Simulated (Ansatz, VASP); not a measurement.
**HgH3 in VASP and in Ansatz**

```xyz
8
Lattice="7.0945 0.0000 0.0000 0.0000 7.0945 0.0000 0.0000 0.0000 7.0945" Properties=species:S:1:pos:R:3 pbc="T T T"
Hg    3.5472    3.5472    3.5472
Hg    0.0000    0.0000    0.0000
H     0.3762    3.5472    3.5472
H     6.7183    3.5472    3.5472
H     3.5472    0.3762    3.5472
H     3.5472    6.7183    3.5472
H     3.5472    3.5472    0.3762
H     3.5472    3.5472    6.7183
```

Alike in both runs: functional PBE; k mesh 4 × 4 × 4; occupations gaussian, width 0.02 eV; no spin polarisation.

Ansatz relaxed the structure, and its values are those at the end. VASP's run is a single point on that final structure, the one shown.

|  | VASP | Ansatz |
| --- | --- | --- |
| version | VASP 6.6.1 | Ansatz 0.2.0 |
| potentials or method | VASP PAW PBE potentials, release 64 (Hg, H), cutoff 520 eV | scalar-relativistic, plane waves, PAW |
| valence electrons in the cell | 30 | 46 |

Ansatz gave:

| Quantity | Value |
| --- | --- |
| gap on the k mesh at the Fermi level (eV) | 4.81 |
| least direct gap on the mesh (eV) | 4.81 |
| pressure (GPa) | 0.0 |
| rms of the force components (eV/Å) | 0.000 |

Q: Estimate VASP's values.

A: gap on the k mesh at the Fermi level (eV): 4.82; least direct gap on the mesh (eV): 4.82; pressure (GPa): 0.0; rms of the force components (eV/Å): 0.006.

With one functional, cell and mesh, what is left measures potentials, basis and numerics. VASP's potentials hold 30 valence electrons a cell and Ansatz's 46, so a difference there can come from the potentials and not from the codes. Ansatz's warnings: stress scf threshold loose.

Neither program's run includes spin-orbit coupling.
